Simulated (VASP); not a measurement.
# BeZn2O3 (P-4m2) in VASP: single point with PBE

Aim: the single point of BeZn2O3 with PBE.

All numbers are computed with VASP 6.6.1; they aren't measurements. Logs are shortened: lines on timing, memory, paths and dates and some standing lists are left out, and cuts for length are marked.

## Step 1: The cell of the first run

The structure is tetragonal, space group P-4m2 (No. 115). Conventional cell: a = 2.773 Å, b = 2.773 Å, c = 9.043 Å, α = 90.00°, β = 90.00°, γ = 90.00°. Within 2.6 Å of Be (site symmetry -4m2) lie 4 O at 1.96 Å. Within 2.6 Å of Zn (site symmetry 2mm) lie 5 O at 1.96 to 2.50 Å. Within 2.6 Å of O (site symmetry -4m2) lie 4 Be at 1.96 Å. O (site symmetry 2mm) has 5 Zn at 1.96 to 2.50 Å within 2.6 Å.

## Step 2: Single point, PBE

Input file INCAR:

```
PREC = Accurate
ENCUT = 600
EDIFF = 1E-6
ISMEAR = 0
SIGMA = 0.15
LREAL = F
LASPH = T
NELM = 120
ALGO = Normal
ISIF = 2
LWAVE = F
LCHARG = F
GGA = PE
NBANDS = 31
GGA_COMPAT = F
```

Input file KPOINTS:

```
regular mesh
0
Gamma
  4 4 2
```

Input file POSCAR:

```
BeZn2O3
1.0
    2.7729940361      0.0000000000      0.0000000000
    0.0000000000      2.7729940361      0.0000000000
    0.0000000000      0.0000000000      9.0432420063
Be Zn O
1 2 3
Direct
    0.0000000000      0.0000000000      0.0000000000
    0.0000000000      0.5000000000      0.6375733161
    0.5000000000      0.0000000000      0.3624266839
    0.5000000000      0.5000000000      0.0000000000
    0.0000000000      0.5000000000      0.3611634306
    0.5000000000      0.0000000000      0.6388365694
```

Potentials or basis: VASP PAW PBE potentials, release 64 (Be, Zn, O).

Run with:

```bash
cat potpaw_PBE.64/Be/POTCAR potpaw_PBE.64/Zn/POTCAR potpaw_PBE.64/O/POTCAR > POTCAR
mpirun -np 1 vasp_std > vasp.out
```

OUTCAR:

```text
PREC = Accurate
   ENCUT = 600
   EDIFF = 1E-6
   ISMEAR = 0
   LREAL = F
   LASPH = T
   NELM = 120
   ISIF = 2
   GGA = PE

 ion  position               nearest neighbor table
   1  0.000  0.000  0.000-   4 1.96   4 1.96   4 1.96   4 1.96
   2  0.000  0.500  0.638-   6 1.96   6 1.96   6 1.96   6 1.96   5 2.50
   3  0.500  0.000  0.362-   5 1.96   5 1.96   5 1.96   5 1.96   6 2.50
   4  0.500  0.500  0.000-   1 1.96   1 1.96   1 1.96   1 1.96
   5  0.000  0.500  0.361-   3 1.96   3 1.96   3 1.96   3 1.96   2 2.50
   6  0.500  0.000  0.639-   2 1.96   2 1.96   2 1.96   2 1.96   3 2.50

  LATTYP: Found a simple tetragonal cell.
 ALAT       =     2.7729940361
 C/A-ratio  =     3.2611833594

  Lattice vectors:

 A1 = (   2.7729940361,   0.0000000000,   0.0000000000)
 A2 = (   0.0000000000,   2.7729940361,   0.0000000000)
 A3 = (   0.0000000000,   0.0000000000,   9.0432420063)

Analysis of symmetry for initial positions (statically):
=====================================================================
 Subroutine PRICEL returns:
 Original cell was already a primitive cell.

 Routine SETGRP: Setting up the symmetry group for a
 simple tetragonal supercell.

 Subroutine GETGRP returns: Found  8 space group operations
 (whereof  8 operations were pure point group operations)
 out of a pool of 16 trial point group operations.

The static configuration has the point symmetry D_2d.

Analysis of symmetry for dynamics (positions and initial velocities):
=====================================================================
 Subroutine PRICEL returns:
 Original cell was already a primitive cell.

 Routine SETGRP: Setting up the symmetry group for a
 simple tetragonal supercell.

 Subroutine GETGRP returns: Found  8 space group operations
 (whereof  8 operations were pure point group operations)
 out of a pool of 16 trial point group operations.

The dynamic configuration has the point symmetry D_2d.

 Subroutine INISYM returns: Found  8 space group operations
 (whereof  8 operations are pure point group operations),
 and found     1 'primitive' translations

----------------------------------------------------------------------------------------

                                     Primitive cell

  volume of cell :      69.5380

  direct lattice vectors                    reciprocal lattice vectors
     2.772994036  0.000000000  0.000000000     0.360621042  0.000000000  0.000000000
     0.000000000  2.772994036  0.000000000     0.000000000  0.360621042  0.000000000
     0.000000000  0.000000000  9.043242006     0.000000000  0.000000000  0.110579812

  length of vectors
     2.772994036  2.772994036  9.043242006     0.360621042  0.360621042  0.110579812

  position of ions in fractional coordinates (direct lattice)
     0.000000000  0.000000000  0.000000000
     0.000000000  0.500000000  0.637573316
     0.500000000  0.000000000  0.362426684
     0.500000000  0.500000000  0.000000000
     0.000000000  0.500000000  0.361163431
     0.500000000  0.000000000  0.638836569

  ion indices of the primitive-cell ions
   primitive index   ion index
                 1           1
                 2           2
                 3           3
                 4           4
                 5           5
                 6           6

----------------------------------------------------------------------------------------

 KPOINTS: regular mesh

Automatic generation of k-mesh.
 Grid dimensions read from file:
 generate k-points for:    4    4    2

 Generating k-lattice:

  Cartesian coordinates                     Fractional coordinates (reciprocal lattice)
     0.090155261  0.000000000  0.000000000     0.250000000  0.000000000  0.000000000
     0.000000000  0.090155261  0.000000000     0.000000000  0.250000000  0.000000000
     0.000000000  0.000000000  0.055289906     0.000000000  0.000000000  0.500000000

  Length of vectors
     0.090155261  0.090155261  0.055289906

  Shift w.r.t. Gamma in fractional coordinates (k-lattice)
     0.000000000  0.000000000  0.000000000

 Subroutine IBZKPT returns following result:
 ===========================================

 Found     12 irreducible k-points:

 Following reciprocal coordinates:
            Coordinates               Weight
  0.000000  0.000000  0.000000      1.000000
  0.250000  0.000000  0.000000      4.000000
  0.500000  0.000000  0.000000      2.000000
  0.250000  0.250000  0.000000      4.000000
  0.500000  0.250000  0.000000      4.000000
  0.500000  0.500000  0.000000      1.000000
  0.000000  0.000000  0.500000      1.000000
  0.250000  0.000000  0.500000      4.000000
  0.500000  0.000000  0.500000      2.000000
  0.250000  0.250000  0.500000      4.000000
  0.500000  0.250000  0.500000      4.000000
  0.500000  0.500000  0.500000      1.000000
   k-points           NKPTS =     12   k-points in BZ     NKDIM =     12   number of bands    NBANDS=     31
   number of dos      NEDOS =    301   number of ions     NIONS =      6
   total plane-waves  NPLWV =  41472
   dimension x,y,z NGX =    24 NGY =   24 NGZ =   72
   dimension x,y,z NGXF=    48 NGYF=   48 NGZF=  144
   ions per type =               1   2   3
   NGX,Y,Z   is equivalent  to a cutoff of  14.39, 14.39, 13.24 a.u.
   NGXF,Y,Z  is equivalent  to a cutoff of  28.78, 28.78, 26.47 a.u.
 SYSTEM =  unknown system
   PREC   = accura    normal or accurate (medium, high low for compatibility)
   ISTART =      0    job   : 0-new  1-cont  2-samecut
   ICHARG =      2    charge: 1-file 2-atom 10-const
   ISPIN  =      1    spin polarized calculation?
   LNONCOLLINEAR =      F non collinear calculations
   LSORBIT =      F    spin-orbit coupling
   LASPH  =      T    aspherical Exc in radial PAW
   ENCUT  =  600.0 eV  44.10 Ry    6.64 a.u.   5.54  5.54 18.06*2*pi/ulx,y,z
   NELM   =    120;   NELMIN=  2; NELMDL= -5     # of ELM steps
   EDIFF  = 0.1E-05   stopping-criterion for ELM
   LREAL  =      F    real-space projection
   EDIFFG = 0.1E-04   stopping-criterion for IOM
   NSW    =      0    number of steps for IOM
   IBRION =     -1    ionic relax: 0-MD 1-quasi-New 2-CG
   NFREE  =      0    steps in history (QN), initial steepest desc. (CG)
   ISIF   =      2    stress and relaxation
   ISYM   =      2    0-nonsym 1-usesym 2-fastsym
   POTIM  = 0.5000    time-step for ionic-motion
   TEBEG  =    0.0;   TEEND  =   0.0 temperature during run
   PSTRESS=    0.0 pullay stress
   NELECT =      44.0000    total number of electrons
   NUPDOWN=      -1.0000    fix difference up-down
   EMIN   =  10.00;   EMAX   =-10.00  energy-range for DOS
   EFERMI =   0.00;   METHOD = LEGACY
   ISMEAR =     0;   SIGMA  =   0.15  broadening in eV -4-tet -1-fermi 0-gaus
   EFERMI_NEDOS =   21; number of points for ismear=-14 and -15
   IALGO  =     38    algorithm
   IMIX   =      4    mixing-type and parameters
     AMIX     =   0.40;   BMIX     =  1.00
     AMIX_MAG =   1.60;   BMIX_MAG =  1.00
  volume/ion in A,a.u.               =      11.59        78.21
  Fermi-wavevector in a.u.,A,eV,Ry     =   1.405460  2.655934 26.875817  1.975317
  Thomas-Fermi vector in A             =   2.527919
   LORBIT       =      0    0 simple, 1 ext, 2 COOP (PROOUT), +10 PAW based schemes
   GGA     = PE    functional components
   LHFCALC =     F    Hartree Fock is set to
   AEXX    =    0.0000 exact exchange contribution
   IVDW    =     0    specifies the selected vdW correction
   LEPSILON=     F    determine dielectric tensor
   LRPA    =     F    only Hartree local field effects (RPA)
 non-spin polarized calculation
 Gauss-broadening in eV      SIGMA  =   0.15
  energy-cutoff  :      600.00
  volume of cell :       69.54
 maximum number of plane-waves:      2364
 NGX is ok and might be reduce to    24
   NGX = 11   NGY = 11   NGZ = 37

 number of electron      44.0000013 magnetization

 Free energy of the ion-electron system (eV)
  ---------------------------------------------------
  ext. energy  EPLUGINS =         0.00000000
  ---------------------------------------------------
  free energy    TOTEN  =       -27.89194237 eV

  energy without entropy =      -27.88302951  energy(sigma->0) =      -27.88748594

 E-fermi :   2.7190     XC(G=0): -10.3323

 val. band max:        2.5578394855   @ k =   0.5000   0.0000   0.5000
 cond. band min:       2.7253190505   @ k =   0.0000   0.0000   0.0000
 fundamental gap:      0.1674795651
 Fermi energy:         2.7189846897

 k-point     1 :       0.0000    0.0000    0.0000
  band No.  band energies     occupation
      1     -17.1602      2.00000
      2     -16.6773      2.00000
      3     -15.9422      2.00000
      4      -3.9708      2.00000
      5      -3.8915      2.00000
      6      -3.7852      2.00000
[... 23 lines left out ...]
     30      15.3704      0.00000
     31      15.3898      0.00000

 k-point     2 :       0.2500    0.0000    0.0000
  band No.  band energies     occupation
      1     -16.6238      2.00000
      2     -16.2443      2.00000
      3     -15.6336      2.00000
      4      -4.8018      2.00000
      5      -4.6418      2.00000
      6      -4.2425      2.00000
[... 23 lines left out ...]
     30      13.5246      0.00000
     31      13.7588      0.00000

 k-point     3 :       0.5000    0.0000    0.0000
  band No.  band energies     occupation
      1     -15.8576      2.00000
      2     -15.8560      2.00000
      3     -15.2861      2.00000
      4      -6.2198      2.00000
      5      -6.1954      2.00000
      6      -4.7651      2.00000
[... 23 lines left out ...]
     30      11.8844      0.00000
     31      11.9221      0.00000

 k-point     4 :       0.2500    0.2500    0.0000
  band No.  band energies     occupation
      1     -16.2464      2.00000
      2     -15.9642      2.00000
      3     -15.3009      2.00000
      4      -5.1599      2.00000
      5      -5.0386      2.00000
      6      -4.1870      2.00000
[... 227 lines left out ...]
     30      13.2982      0.00000
     31      13.7982      0.00000

 k-point    11 :       0.5000    0.2500    0.5000
  band No.  band energies     occupation
      1     -15.7425      2.00000
      2     -15.7413      2.00000
      3     -14.9229      2.00000
      4      -5.2930      2.00000
      5      -5.2682      2.00000
      6      -4.3890      2.00000
[... 23 lines left out ...]
     30      12.8151      0.00000
     31      13.0489      0.00000

 k-point    12 :       0.5000    0.5000    0.5000
  band No.  band energies     occupation
      1     -15.6236      2.00000
      2     -15.6236      2.00000
      3     -14.5048      2.00000
      4      -4.0353      2.00000
      5      -4.0254      2.00000
      6      -3.5248      2.00000
[... 23 lines left out ...]
     30      12.9571      0.00000
     31      13.4705      0.00000

------------------------ aborting loop because EDIFF is reached ----------------------------------------

  FORCE on cell =-STRESS in cart. coord.  units (eV):
  Direction    XX          YY          ZZ          XY          YZ          ZX
  --------------------------------------------------------------------------------------
  -------------------------------------------------------------------------------------
  Total        0.4079690      0.4079690      0.2455732      0.0000000      0.0000000      0.0000000
  in kB        9.3997367      9.3997367      5.6580859      0.0000000      0.0000000      0.0000000
  external PRESSURE =       8.1525198 kB  Pullay stress =       0.0000000 kB

 VOLUME and BASIS-vectors are now :
 -----------------------------------------------------------------------------
  energy-cutoff  :      600.00
  volume of cell :       69.54
      direct lattice vectors                 reciprocal lattice vectors
     2.772994036  0.000000000  0.000000000     0.360621042  0.000000000  0.000000000
     0.000000000  2.772994036  0.000000000     0.000000000  0.360621042  0.000000000
     0.000000000  0.000000000  9.043242006     0.000000000  0.000000000  0.110579812

 POSITION                                       TOTAL-FORCE (eV/Angst)
 -----------------------------------------------------------------------------------
      0.00000      0.00000      0.00000        -0.000000     -0.000000     -0.000000
      0.00000      1.38650      5.76573        -0.000000     -0.000000      0.000651
      1.38650      0.00000      3.27751         0.000000     -0.000000     -0.000651
      1.38650      1.38650      0.00000        -0.000000      0.000000     -0.000000
      0.00000      1.38650      3.26609        -0.000000     -0.000000     -0.010278
      1.38650      0.00000      5.77715        -0.000000     -0.000000      0.010278
 -----------------------------------------------------------------------------------
    total drift:                                0.000000     -0.000000      0.000000

  FREE ENERGIE OF THE ION-ELECTRON SYSTEM (eV)
  ---------------------------------------------------
  free  energy   TOTEN  =       -27.8919423689 eV

  energy  without entropy=      -27.8830295069  energy(sigma->0) =      -27.88748594
```

It took 17 s on 1 thread of Intel Xeon 6975P-C (Granite Rapids), shared host; peak memory 0.19 GiB.

What came out:

* Free energy: -27.8919 eV
* Pressure: 0.8 GPa
* Largest force: 0.010 eV/Å
* Band gap on the k mesh: 0.17 eV, indirect (least direct gap 2.57 eV)

Forces in eV/Å, atoms in the order of the input:
```
Be   0.000  0.000  0.000
Zn   0.000  0.000  0.001
Zn   0.000  0.000 -0.001
O    0.000  0.000  0.000
O    0.000  0.000 -0.010
O    0.000  0.000  0.010
```

Caveat: the k points lie up to 0.57 Å⁻¹ apart.
